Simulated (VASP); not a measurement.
Here is a VASP 6.6.1 calculation.

File INCAR:

```
SYSTEM = BN
PREC = Accurate
ENCUT = 520
EDIFF = 1E-6
ISMEAR = 0
SIGMA = 0.02
LREAL = .False.
LASPH = .True.
NELM = 100
ALGO = Normal
ISIF = 2
LWAVE = .False.
LCHARG = .False.
GGA = PE
IVDW = 12
NBANDS = 11
```

KPOINTS

```
Automatic mesh
0
Gamma
  12 12 12
  0 0 0
```

Contents of POSCAR:

```
BN
1.0
    2.4855356225      0.0022761086     -0.2359817145
   -1.2335195866      2.1578528993      0.2359664713
   -0.9597217805     -0.8866214632      3.0795159917
B N
1 1
Direct
    0.9915957410      0.9917017591     -0.0053164999
    0.6565532590      0.3241822409      0.9921214999
```

Potentials or basis: VASP PAW PBE potentials, release 64 (B, N).

The run is started by

```console
$ cat potpaw_PBE.64/B/POTCAR potpaw_PBE.64/N/POTCAR > POTCAR
$ mpirun -np 1 vasp_std > vasp.out
```

Q: Estimate the pressure.

A: 4.3 GPa.

Q: Predict the band gap on the k mesh.

A: 3.96 eV (least direct gap 4.77 eV).

Q: What does it give for the dispersion energy per atom?

A: -0.159 eV.

Stress tensor (GPa, compression positive):
```
 4.45  0.00 -0.04
 0.00  4.45  0.02
-0.04  0.02  4.10
```

Caveat: the cell stands under pressure. A k mesh can miss the band edges.
